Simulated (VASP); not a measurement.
Runs of VASP 6.6.1 on TaSi2. The structure is that of space group P6_422 (No. 181), or close to it. The cells are those of the table. 

```tsv
task	level	cell	k mesh	cutoff (eV)	gap on the mesh (eV)	pressure (GPa)	relaxed volume (Å³/atom)	largest force (eV/Å)
single point	PBEsol	a = 4.752, b = 4.752, c = 6.526 Å, angles 90.0, 90.0, 120.0°, 9 atoms	7 × 7 × 4	520	none	(a)	-	0.06
relaxation of cell and atoms	PBEsol+D4	relaxed from a = 4.784, b = 4.784, c = 6.570 Å, angles 90.0, 90.0, 120.0°, 9 atoms	7 × 7 × 4	600	none	0.0	14.13	-
single point	PBEsol	a = 4.847, b = 4.847, c = 6.656 Å, angles 90.0, 90.0, 120.0°, 9 atoms	7 × 7 × 4	520	none	-8.8	-	0.06
relaxation of cell and atoms	RPBE	relaxed from a = 4.784, b = 4.784, c = 6.570 Å, angles 90.0, 90.0, 120.0°, 9 atoms	7 × 7 × 4	600	none	0.0	(c)	-
single point	PBEsol	a = 4.719, b = 4.719, c = 6.481 Å, angles 90.0, 90.0, 120.0°, 9 atoms	7 × 7 × 4	520	none	6.5	-	0.06
single point	PBEsol	a = 4.686, b = 4.686, c = 6.436 Å, angles 90.0, 90.0, 120.0°, 9 atoms	7 × 7 × 4	520	none	11.5	-	0.06
single point	PBEsol	a = 4.784, b = 4.784, c = 6.570 Å, angles 90.0, 90.0, 120.0°, 9 atoms	7 × 7 × 4	520	none	-1.9	-	0.06
single point	PBEsol	a = 4.559, b = 4.559, c = 6.349 Å, angles 90.0, 90.0, 120.0°, 9 atoms	5 × 5 × 3	520	none	30.6	-	-
single point	PBEsol+D4	a = 4.734, b = 4.734, c = 6.542 Å, angles 90.0, 90.0, 120.0°, 9 atoms	7 × 7 × 4	520	none	0.3	-	0.01
single point	PBEsol	a = 4.756, b = 4.756, c = 6.565 Å, angles 90.0, 90.0, 120.0°, 9 atoms	7 × 7 × 4	520	none	0.3	-	-
single point	PBEsol+D3(BJ)	a = 4.784, b = 4.784, c = 6.570 Å, angles 90.0, 90.0, 120.0°, 9 atoms	7 × 7 × 4	520	none	-7.9	-	0.06
single point	PBE	a = 4.784, b = 4.784, c = 6.570 Å, angles 90.0, 90.0, 120.0°, 9 atoms	5 × 5 × 3	520	none	(b)	-	0.02
```

Alike in all rows: potentials or basis VASP PAW PBE potentials, release 64 (Ta_pv, Si); no spin polarisation; smearing fermi-dirac 0.05 eV.

Task: Fill in the values left out.

Result: (a) 2.1; (b) 2.7; (c) 14.84.

Caveats: spin-orbit coupling is left out, which moves the levels of the heavy elements; the PAW data sets were made with another functional, which shifts forces and pressure a little (at least some runs); the cell stands under pressure (at least some runs); the cell stands under tension (at least some runs); three body term missing (at least some runs).

A k mesh can miss the band edges, and the runs leave out spin-orbit coupling on Ta.

A gap of «none» marks levels without a gap at the run's occupations.
